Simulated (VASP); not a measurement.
# Se (Pm-3n) in VASP: a series of runs

Runs on Se. Level: revPBE. Tasks: single point, relaxation of cell and atoms.

All numbers are computed with VASP 6.6.1; they aren't measurements. Logs are shortened: lines on timing, memory, paths and dates and some standing lists are left out, and cuts for length are marked.

## Step 1: The cell of the first run

It takes space group Pm-3n (No. 223, cubic). Conventional cell: a = 5.544 Å, b = 5.544 Å, c = 5.544 Å, α = 90.00°, β = 90.00°, γ = 90.00°. Within 4.1 Å of Se (site symmetry m-3) lie 12 Se at 3.10 Å. Se (site symmetry -4m2) has 14 Se at 2.77 to 3.40 Å within 3.7 Å.

## Step 2: Single point, revPBE

File INCAR:

```
PREC = Accurate ; ENCUT = 520
EDIFF = 1E-6 ; ISMEAR = -1
SIGMA = 0.1 ; LREAL = F
LASPH = T ; NELM = 60
ALGO = Normal ; ISIF = 2
LWAVE = F ; LCHARG = F
GGA = RE ; NBANDS = 34
```

File KPOINTS:

```
regular mesh
0
Gamma
  5 5 5
```

File POSCAR:

```
Se
1.0
    5.5442061136      0.0000000000      0.0000000000
    0.0000000000      5.5442061136      0.0000000000
    0.0000000000      0.0000000000      5.5442061136
Se
8
Direct
    0.0000000000      1.0000000000      1.0000000000
    0.5000000000      0.5000000000      0.5000000000
    0.2500000000      0.0000000000      0.5000000000
    0.7500000000      1.0000000000      0.5000000000
    0.5000000000      0.2500000000      1.0000000000
    0.5000000000      0.7500000000      1.0000000000
    1.0000000000      0.5000000000      0.2500000000
    1.0000000000      0.5000000000      0.7500000000
```

Potentials or basis: VASP PAW PBE potentials, release 64 (Se).

Launch:

```console
$ cat potpaw_PBE.64/Se/POTCAR > POTCAR
$ mpirun -np 1 vasp_std > vasp.out
```

OUTCAR:

```text
PREC = Accurate
   ENCUT = 520
   EDIFF = 1E-6
   ISMEAR = -1
   LREAL = F
   LASPH = T
   NELM = 60
   ISIF = 2
   GGA = RE

 ion  position               nearest neighbor table
   1  0.000  0.000  0.000-
   2  0.500  0.500  0.500-
   3  0.250  0.000  0.500-   4 2.77   4 2.77
   4  0.750  0.000  0.500-   3 2.77   3 2.77
   5  0.500  0.250  0.000-   6 2.77   6 2.77
   6  0.500  0.750  0.000-   5 2.77   5 2.77
   7  0.000  0.500  0.250-   8 2.77   8 2.77
   8  0.000  0.500  0.750-   7 2.77   7 2.77

  LATTYP: Found a simple cubic cell.
 ALAT       =     5.5442061136

  Lattice vectors:

 A1 = (   5.5442061136,   0.0000000000,   0.0000000000)
 A2 = (   0.0000000000,   5.5442061136,   0.0000000000)
 A3 = (   0.0000000000,   0.0000000000,   5.5442061136)

Analysis of symmetry for initial positions (statically):
=====================================================================
 Subroutine PRICEL returns:
 Original cell was already a primitive cell.

 Routine SETGRP: Setting up the symmetry group for a
 simple cubic supercell.

 Subroutine GETGRP returns: Found 48 space group operations
 (whereof 24 operations were pure point group operations)
 out of a pool of 48 trial point group operations.

The static configuration has the point symmetry T_h .
 The point group associated with its full space group is O_h .

Analysis of symmetry for dynamics (positions and initial velocities):
=====================================================================
 Subroutine PRICEL returns:
 Original cell was already a primitive cell.

 Routine SETGRP: Setting up the symmetry group for a
 simple cubic supercell.

 Subroutine GETGRP returns: Found 48 space group operations
 (whereof 24 operations were pure point group operations)
 out of a pool of 48 trial point group operations.

The dynamic configuration has the point symmetry T_h .
 The point group associated with its full space group is O_h .

 Subroutine INISYM returns: Found 48 space group operations
 (whereof 24 operations are pure point group operations),
 and found     1 'primitive' translations

----------------------------------------------------------------------------------------

                                     Primitive cell

  volume of cell :     170.4190

  direct lattice vectors                    reciprocal lattice vectors
     5.544206114  0.000000000  0.000000000     0.180368475  0.000000000  0.000000000
     0.000000000  5.544206114  0.000000000     0.000000000  0.180368475  0.000000000
     0.000000000  0.000000000  5.544206114     0.000000000  0.000000000  0.180368475

  length of vectors
     5.544206114  5.544206114  5.544206114     0.180368475  0.180368475  0.180368475

  position of ions in fractional coordinates (direct lattice)
     0.000000000  0.000000000  0.000000000
     0.500000000  0.500000000  0.500000000
     0.250000000  0.000000000  0.500000000
     0.750000000  0.000000000  0.500000000
     0.500000000  0.250000000  0.000000000
     0.500000000  0.750000000  0.000000000
     0.000000000  0.500000000  0.250000000
     0.000000000  0.500000000  0.750000000

  ion indices of the primitive-cell ions
   primitive index   ion index
                 1           1
                 2           2
                 3           3
                 4           4
                 5           5
                 6           6
                 7           7
                 8           8

----------------------------------------------------------------------------------------

 KPOINTS: regular mesh

Automatic generation of k-mesh.
 Grid dimensions read from file:
 generate k-points for:    5    5    5

 Generating k-lattice:

  Cartesian coordinates                     Fractional coordinates (reciprocal lattice)
     0.036073695  0.000000000  0.000000000     0.200000000  0.000000000  0.000000000
     0.000000000  0.036073695  0.000000000     0.000000000  0.200000000  0.000000000
     0.000000000  0.000000000  0.036073695     0.000000000  0.000000000  0.200000000

  Length of vectors
     0.036073695  0.036073695  0.036073695

  Shift w.r.t. Gamma in fractional coordinates (k-lattice)
     0.000000000  0.000000000  0.000000000

 Subroutine IBZKPT returns following result:
 ===========================================

 Found     10 irreducible k-points:

 Following reciprocal coordinates:
            Coordinates               Weight
  0.000000  0.000000  0.000000      1.000000
  0.200000  0.000000  0.000000      6.000000
  0.400000  0.000000  0.000000      6.000000
  0.200000  0.200000  0.000000     12.000000
  0.400000  0.200000  0.000000     24.000000
  0.400000  0.400000  0.000000     12.000000
  0.200000  0.200000  0.200000      8.000000
  0.400000  0.200000  0.200000     24.000000
  0.400000  0.400000  0.200000     24.000000
  0.400000  0.400000  0.400000      8.000000
   k-points           NKPTS =     10   k-points in BZ     NKDIM =     10   number of bands    NBANDS=     34
   number of dos      NEDOS =    301   number of ions     NIONS =      8
   total plane-waves  NPLWV =  74088
   dimension x,y,z NGX =    42 NGY =   42 NGZ =   42
   dimension x,y,z NGXF=    84 NGYF=   84 NGZF=   84
   ions per type =               8
   NGX,Y,Z   is equivalent  to a cutoff of  12.59, 12.59, 12.59 a.u.
   NGXF,Y,Z  is equivalent  to a cutoff of  25.19, 25.19, 25.19 a.u.
 SYSTEM =  unknown system
   PREC   = accura    normal or accurate (medium, high low for compatibility)
   ISTART =      0    job   : 0-new  1-cont  2-samecut
   ICHARG =      2    charge: 1-file 2-atom 10-const
   ISPIN  =      1    spin polarized calculation?
   LNONCOLLINEAR =      F non collinear calculations
   LSORBIT =      F    spin-orbit coupling
   LASPH  =      T    aspherical Exc in radial PAW
   ENCUT  =  520.0 eV  38.22 Ry    6.18 a.u.  10.31 10.31 10.31*2*pi/ulx,y,z
   NELM   =     60;   NELMIN=  2; NELMDL= -5     # of ELM steps
   EDIFF  = 0.1E-05   stopping-criterion for ELM
   LREAL  =      F    real-space projection
   EDIFFG = 0.1E-04   stopping-criterion for IOM
   NSW    =      0    number of steps for IOM
   IBRION =     -1    ionic relax: 0-MD 1-quasi-New 2-CG
   NFREE  =      0    steps in history (QN), initial steepest desc. (CG)
   ISIF   =      2    stress and relaxation
   ISYM   =      2    0-nonsym 1-usesym 2-fastsym
   POTIM  = 0.5000    time-step for ionic-motion
   TEBEG  =    0.0;   TEEND  =   0.0 temperature during run
   PSTRESS=    0.0 pullay stress
   NELECT =      48.0000    total number of electrons
   NUPDOWN=      -1.0000    fix difference up-down
   EMIN   =  10.00;   EMAX   =-10.00  energy-range for DOS
   EFERMI =   0.00;   METHOD = LEGACY
   ISMEAR =    -1;   SIGMA  =   0.10  broadening in eV -4-tet -1-fermi 0-gaus
   EFERMI_NEDOS =   21; number of points for ismear=-14 and -15
   IALGO  =     38    algorithm
   IMIX   =      4    mixing-type and parameters
     AMIX     =   0.40;   BMIX     =  1.00
     AMIX_MAG =   1.60;   BMIX_MAG =  1.00
  volume/ion in A,a.u.               =      21.30       143.76
  Fermi-wavevector in a.u.,A,eV,Ry     =   1.073122  2.027907 15.668352  1.151591
  Thomas-Fermi vector in A             =   2.208912
   LORBIT       =      0    0 simple, 1 ext, 2 COOP (PROOUT), +10 PAW based schemes
   GGA     = RE    functional components
   LHFCALC =     F    Hartree Fock is set to
   AEXX    =    0.0000 exact exchange contribution
   IVDW    =     0    specifies the selected vdW correction
   LEPSILON=     F    determine dielectric tensor
   LRPA    =     F    only Hartree local field effects (RPA)
 non-spin polarized calculation
  energy-cutoff  :      520.00
  volume of cell :      170.42
 maximum number of plane-waves:      4625
 NGX is ok and might be reduce to    42
   NGX = 21   NGY = 21   NGZ = 21

 number of electron      47.9999980 magnetization

 Free energy of the ion-electron system (eV)
  ---------------------------------------------------
  ext. energy  EPLUGINS =         0.00000000
  ---------------------------------------------------
  free energy    TOTEN  =       -19.16151251 eV

  energy without entropy =      -18.84477727  energy(sigma->0) =      -19.00314489

 E-fermi :   4.8816     XC(G=0): -10.3288

 val. band max:        4.8546752337   @ k =   0.4000   0.0000   0.0000
 cond. band min:       4.9271923114   @ k =   0.4000   0.2000   0.0000
 fundamental gap:      0.0725170776
 Fermi energy:         4.8815988350

 k-point     1 :       0.0000    0.0000    0.0000
  band No.  band energies     occupation
      1     -10.7818      2.00000
      2      -8.3417      2.00000
      3      -8.3417      2.00000
      4      -8.2010      2.00000
      5      -6.7107      2.00000
      6      -6.6117      2.00000
[... 26 lines left out ...]
     33      12.0962      0.00000
     34      13.1059      0.00000

 k-point     2 :       0.2000    0.0000    0.0000
  band No.  band energies     occupation
      1     -10.6268      2.00000
      2      -8.7079      2.00000
      3      -8.2241      2.00000
      4      -8.1538      2.00000
      5      -6.8490      2.00000
      6      -6.6993      2.00000
[... 26 lines left out ...]
     33      11.9970      0.00000
     34      12.5739      0.00000

 k-point     3 :       0.4000    0.0000    0.0000
  band No.  band energies     occupation
      1     -10.1752      2.00000
      2      -9.4816      2.00000
      3      -7.9516      2.00000
      4      -7.9373      2.00000
      5      -7.1221      2.00000
      6      -7.0345      2.00000
[... 26 lines left out ...]
     33      11.6482      0.00000
     34      12.4855      0.00000

 k-point     4 :       0.2000    0.2000    0.0000
  band No.  band energies     occupation
      1     -10.4727      2.00000
      2      -8.5879      2.00000
      3      -8.5762      2.00000
      4      -8.0810      2.00000
      5      -7.0682      2.00000
      6      -6.8271      2.00000
[... 26 lines left out ...]
     33      12.2026      0.00000
     34      12.4222      0.00000

 k-point     5 :       0.4000    0.2000    0.0000
  band No.  band energies     occupation
      1     -10.0248      2.00000
      2      -9.3393      2.00000
      3      -8.2587      2.00000
      4      -7.8250      2.00000
      5      -7.5388      2.00000
      6      -7.0622      2.00000
[... 26 lines left out ...]
     33      11.8417      0.00000
     34      12.2048      0.00000

 k-point     6 :       0.4000    0.4000    0.0000
  band No.  band energies     occupation
      1      -9.5915      2.00000
      2      -8.9599      2.00000
      3      -8.9112      2.00000
      4      -8.2540      2.00000
      5      -7.5147      2.00000
      6      -7.0641      2.00000
[... 26 lines left out ...]
     33      11.4249      0.00000
     34      11.7157      0.00000

 k-point     7 :       0.2000    0.2000    0.2000
  band No.  band energies     occupation
      1     -10.3197      2.00000
      2      -8.4588      2.00000
      3      -8.4565      2.00000
      4      -8.4565      2.00000
      5      -7.1192      2.00000
      6      -6.9048      2.00000
[... 26 lines left out ...]
     33      12.1294      0.00000
     34      12.4311      0.00000

 k-point     8 :       0.4000    0.2000    0.2000
  band No.  band energies     occupation
      1      -9.8754      2.00000
      2      -9.1984      2.00000
      3      -8.1465      2.00000
      4      -8.1164      2.00000
      5      -7.5026      2.00000
      6      -7.4061      2.00000
[... 26 lines left out ...]
     33      11.8982      0.00000
     34      12.1788      0.00000

 k-point     9 :       0.4000    0.4000    0.2000
  band No.  band energies     occupation
      1      -9.4450      2.00000
      2      -8.8285      2.00000
      3      -8.7675      2.00000
      4      -8.1399      2.00000
      5      -7.7857      2.00000
      6      -7.3105      2.00000
[... 26 lines left out ...]
     33      11.6177      0.00000
     34      12.1649      0.00000

 k-point    10 :       0.4000    0.4000    0.4000
  band No.  band energies     occupation
      1      -9.0262      2.00000
      2      -8.4975      2.00000
      3      -8.3572      2.00000
      4      -8.3572      2.00000
      5      -7.9369      2.00000
      6      -7.7289      2.00000
[... 26 lines left out ...]
     33      12.5482      0.00000
     34      12.5485      0.00000

------------------------ aborting loop because EDIFF is reached ----------------------------------------

  FORCE on cell =-STRESS in cart. coord.  units (eV):
  Direction    XX          YY          ZZ          XY          YZ          ZX
  --------------------------------------------------------------------------------------
  -------------------------------------------------------------------------------------
  Total       -0.0469860     -0.0469860     -0.0469860      0.0000000     -0.0000000     -0.0000000
  in kB       -0.4417338     -0.4417338     -0.4417338      0.0000000     -0.0000000     -0.0000000
  external PRESSURE =      -0.4417338 kB  Pullay stress =       0.0000000 kB

 VOLUME and BASIS-vectors are now :
 -----------------------------------------------------------------------------
  energy-cutoff  :      520.00
  volume of cell :      170.42
      direct lattice vectors                 reciprocal lattice vectors
     5.544206114  0.000000000  0.000000000     0.180368475  0.000000000  0.000000000
     0.000000000  5.544206114  0.000000000     0.000000000  0.180368475  0.000000000
     0.000000000  0.000000000  5.544206114     0.000000000  0.000000000  0.180368475

 POSITION                                       TOTAL-FORCE (eV/Angst)
 -----------------------------------------------------------------------------------
      0.00000      0.00000      0.00000        -0.000000      0.000000     -0.000000
      2.77210      2.77210      2.77210        -0.000000      0.000000     -0.000000
      1.38605      0.00000      2.77210         0.000000     -0.000000      0.000000
      4.15815      0.00000      2.77210        -0.000000     -0.000000     -0.000000
      2.77210      1.38605      0.00000        -0.000000      0.000000      0.000000
      2.77210      4.15815      0.00000         0.000000      0.000000     -0.000000
      0.00000      2.77210      1.38605         0.000000      0.000000     -0.000000
      0.00000      2.77210      4.15815         0.000000      0.000000      0.000000
 -----------------------------------------------------------------------------------
    total drift:                                0.000000     -0.000000     -0.000000

  FREE ENERGIE OF THE ION-ELECTRON SYSTEM (eV)
  ---------------------------------------------------
  free  energy   TOTEN  =       -19.1615125089 eV

  energy  without entropy=      -18.8447772673  energy(sigma->0) =      -19.00314489
```

It took 38 s on 1 thread of AMD EPYC 7R13 (Zen 3), shared host; peak memory 0.22 GiB.

What came out:

- Free energy: -19.1615 eV
- Pressure: 0.0 GPa
- Band gap on the k mesh: zero (bands 24 and 25 overlap by 0.47 eV)

Levels at points of the mesh, in eV from the Fermi level:
```csv
k point,band 21,band 22,band 23,band 24,band 25,band 26
"(0.00, 0.00, 0.00)",-0.19,-0.19,-0.19,0.16,0.16,0.16
```

Caveat: the PAW data sets were made with another functional, which shifts forces and pressure a little.

## Step 3: Single point, revPBE

File INCAR:

```
SYSTEM = Se
PREC = Accurate ; ENCUT = 520
EDIFF = 1E-6 ; ISMEAR = -1
SIGMA = 0.1 ; LREAL = .False.
LASPH = .True. ; NELM = 80
ALGO = Normal ; ISIF = 2
LWAVE = .False. ; LCHARG = .False.
GGA = RE ; NBANDS = 34
```

File KPOINTS:

```
regular mesh
0
Gamma
  6 6 6
  0 0 0
```

POSCAR is that of step 2.

Potentials or basis: VASP PAW PBE potentials, release 64 (Se).

Launch:

```console
$ cat potpaw_PBE.64/Se/POTCAR > POTCAR
$ mpirun -np 1 vasp_std > vasp.out
```

It took 69 s on 1 thread of AMD EPYC 7R13 (Zen 3), shared host; peak memory 0.25 GiB.

It converged, with:

| Quantity | Value |
| --- | --- |
| Free energy | -19.2350 eV |
| Pressure | -0.2 GPa |
| Band gap on the k mesh | zero (bands 24 and 25 overlap by 1.30 eV) |

Levels at points of the mesh, in eV from the Fermi level:
| k point | band 21 | band 22 | band 23 | band 24 | band 25 | band 26 | band 27 | band 28 |
| --- | --- | --- | --- | --- | --- | --- | --- | --- |
| (0.00, 0.00, 0.00) | -0.22 | -0.22 | -0.22 | 0.12 | 0.12 | 0.12 | 1.45 | 1.45 |
| (0.50, 0.00, 0.00) | -1.19 | -1.19 | -0.52 | -0.52 | 0.15 | 0.15 | 1.37 | 1.37 |
| (0.50, 0.50, 0.00) | -1.21 | -0.60 | -0.27 | -0.27 | 0.29 | 0.29 | 0.41 | 0.43 |
| (0.50, 0.50, 0.50) | -0.94 | -0.94 | -0.78 | -0.78 | -0.78 | -0.78 | -0.32 | -0.32 |

Caveat: the PAW data sets were made with another functional, which shifts forces and pressure a little.

## Step 4: Relaxation of cell and atoms, revPBE

This run uses another cell than the first one, of 21.81 Å³/atom.

File INCAR:

```
PREC = Accurate
ENCUT = 600
EDIFF = 1E-7
ISMEAR = -1
SIGMA = 0.1
LREAL = F
LASPH = T
NELM = 80
ALGO = Normal
ISIF = 3
LWAVE = F
LCHARG = F
GGA = RE
IBRION = 2
NSW = 80
EDIFFG = -0.01
```

File KPOINTS:

```
Automatic mesh
0
Gamma
  5 5 5
```

File POSCAR:

```
Se
1.0
    5.5877784105      0.0000000000      0.0000000000
    0.0000000000      5.5877784105      0.0000000000
    0.0000000000      0.0000000000      5.5877784105
Se
8
Direct
    0.0000000000      0.0000000000      0.0000000000
    0.5000000000      0.5000000000      0.5000000000
    0.2500000000      0.0000000000      0.5000000000
    0.7500000000      0.0000000000      0.5000000000
    0.5000000000      0.2500000000      0.0000000000
    0.5000000000      0.7500000000      0.0000000000
    0.0000000000      0.5000000000      0.2500000000
    0.0000000000      0.5000000000      0.7500000000
```

Launch:

```console
$ cat potpaw_PBE.64/Se/POTCAR > POTCAR
$ mpirun -np 1 vasp_std > vasp.out
```

Wall time 2.1 min (1 thread of AMD EPYC 7R13 (Zen 3), shared host); peak memory 0.3 GiB.

The run converged. Its results:

* Free energy: -19.1620 eV
* Relaxed volume: 21.28 Å³/atom
* Relaxed cell: a = 5.543 Å, b = 5.543 Å, c = 5.543 Å, α = 90.00°, β = 90.00°, γ = 90.00°
* Space group after relaxing (to 0.1 Å): Pm-3n (No. 223)
* Energy gained by relaxing: 2.3 meV/atom
* Ionic steps: 3
* Pressure after relaxing: 0.0 GPa
* Band gap on the k mesh: zero (bands 24 and 25 overlap by 0.47 eV)

Step by step:
```tsv
step	energy change (eV)	largest force (eV/Å)	pressure (GPa)	volume (Å³)
1	0.0000	0.0000	-1.36	174.47
2	-0.0180	0.0000	0.15	169.85
3	-0.0182	0.0000	0.00	170.27
```

Final structure:
```cif
data_structure
_symmetry_space_group_name_H-M 'P 1'
_symmetry_Int_Tables_number 1
_cell_length_a 5.5426
_cell_length_b 5.5426
_cell_length_c 5.5426
_cell_angle_alpha 90.000
_cell_angle_beta 90.000
_cell_angle_gamma 90.000
_cell_volume 170.27
loop_
_atom_site_label
_atom_site_type_symbol
_atom_site_fract_x
_atom_site_fract_y
_atom_site_fract_z
_atom_site_occupancy
Se1 Se 0.00000 0.00000 0.00000 1
Se2 Se 0.50000 0.50000 0.50000 1
Se3 Se 0.25000 0.00000 0.50000 1
Se4 Se 0.75000 0.00000 0.50000 1
Se5 Se 0.50000 0.25000 0.00000 1
Se6 Se 0.50000 0.75000 0.00000 1
Se7 Se 0.00000 0.50000 0.25000 1
Se8 Se 0.00000 0.50000 0.75000 1
```

Levels at points of the mesh, in eV from the Fermi level:
```tsv
k point	band 21	band 22	band 23	band 24	band 25	band 26
(0.00, 0.00, 0.00)	-0.19	-0.19	-0.19	0.16	0.16	0.16
```

Caveat: the PAW data sets were made with another functional, which shifts forces and pressure a little.

## Step 5: Summary

| task | cell | k mesh | cutoff (eV) | gap on the mesh (eV) | pressure (GPa) |
| --- | --- | --- | --- | --- | --- |
| single point | a = 5.544 Å, 8 atoms | 5 × 5 × 5 | 520 | none | 0.0 |
| single point | a = 5.544 Å, 8 atoms | 6 × 6 × 6 | 520 | none | -0.2 |
| relaxation of cell and atoms | relaxed from a = 5.588 Å, 8 atoms | 5 × 5 × 5 | 600 | none | 0.0 |

Alike in all rows: level revPBE; potentials or basis VASP PAW PBE potentials, release 64 (Se); no spin polarisation; smearing fermi-dirac 0.1 eV.

Caveats: the PAW data sets were made with another functional, which shifts forces and pressure a little.

Absolute energies hang on the potentials; compare differences alone.
